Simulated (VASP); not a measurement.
A run of VASP 6.6.1 is set up as follows.

Contents of INCAR:

```
SYSTEM = Nb2SnTe3
PREC = Accurate
ENCUT = 520
EDIFF = 1E-6
ISMEAR = 0
SIGMA = 0.1
LREAL = .False.
LASPH = .True.
NELM = 60
ALGO = Normal
ISIF = 2
LWAVE = .False.
LCHARG = .False.
GGA = PE
NBANDS = 38
```

KPOINTS

```
Automatic mesh
0
Gamma
  8 8 6
  0 0 0
```

File POSCAR:

```
Nb2SnTe3
1.0
    4.4518605432      0.0000000000      0.0000000000
    0.0000000000      4.4518605432      0.0000000000
    0.0000000000      0.0000000000      7.5713803959
Nb Sn Te
2 1 3
Direct
    0.5000000000      0.5000000000      0.7652616899
    0.0000000000      0.0000000000      0.2321916335
    0.0000000000      0.0000000000      0.6222662588
    0.5000000000      0.0000000000      0.9977016004
    0.0000000000      0.5000000000      0.9977016004
    0.5000000000      0.5000000000      0.3848762572
```

Potentials or basis: VASP PAW PBE potentials, release 64 (Nb_sv, Sn_d, Te).

The run is started by

```console
$ cat potpaw_PBE.64/Nb_sv/POTCAR potpaw_PBE.64/Sn_d/POTCAR potpaw_PBE.64/Te/POTCAR > POTCAR
$ mpirun -np 1 vasp_std > vasp.out
```

Task: Estimate the band gap on the k mesh.

Result: Zero (band 29 reaches 9.22 eV, above the bottom of band 30 at 8.94 eV).

Task: Estimate the pressure.

Result: -0.1 GPa.

Task: Estimate the largest force.

Result: 0.007 eV/Å.

Forces on the atoms (eV/Å):
```
Nb   0.000  0.000  0.006
Nb   0.000  0.000 -0.007
Sn   0.000  0.000 -0.005
Te   0.000  0.000  0.003
Te   0.000  0.000  0.003
Te   0.000  0.000  0.000
```

Caveat: spin-orbit coupling is left out, which moves the levels of the heavy elements.
